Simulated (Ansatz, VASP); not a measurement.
## One calculation of YMg2O2, two programs

```
Y Mg O
1.0
     3.94280    0.00000    0.00000
     0.00000    3.94280    0.00000
     0.00000    0.00000    5.34830
Y Mg O
1 2 2
Direct
  0.00000 0.00000 0.00000
  0.00000 0.50000 0.50000
  0.50000 0.00000 0.50000
  0.50000 0.50000 0.24000
  0.50000 0.50000 0.76000
```

Change from the starting cell: species swapped into the CeMg2Si2 type (P4/mmm, No. 123).

Alike in both runs: task relaxation of cell and atoms; functional PBE; k mesh 4 × 4 × 4; occupations gaussian, width 0.1 eV; no spin polarisation.

|  | VASP | Ansatz |
| --- | --- | --- |
| version | VASP 6.6.1 | Ansatz 0.2.0 |
| potentials or method | VASP PAW PBE potentials, release 64 (Y_sv, Mg, O), cutoff 600 eV | scalar-relativistic, plane waves, PAW |
| valence electrons in the cell | 27 | 43 |

Ansatz gave:

- gap on the k mesh at the Fermi level, each at its own relaxed structure (eV): none
- relaxed volume (Å³/atom): 13.77
- relaxed cell length with the largest relative difference (Å): 3.527

Problem. Estimate VASP's values.

Solution. gap on the k mesh at the Fermi level, each at its own relaxed structure (eV): none; relaxed volume (Å³/atom): 13.66; relaxed cell length with the largest relative difference (Å): 3.517.

A gap of «none» marks a metal or a gap that the smearing closes. VASP's potentials hold 27 valence electrons a cell and Ansatz's 43, so a difference there can come from the potentials and not from the codes.

The k mesh is coarse, so the values compare programs but aren't converged. Noted on VASP's run: the volume moved by over 15 % at a fixed basis, so the end points are rough.
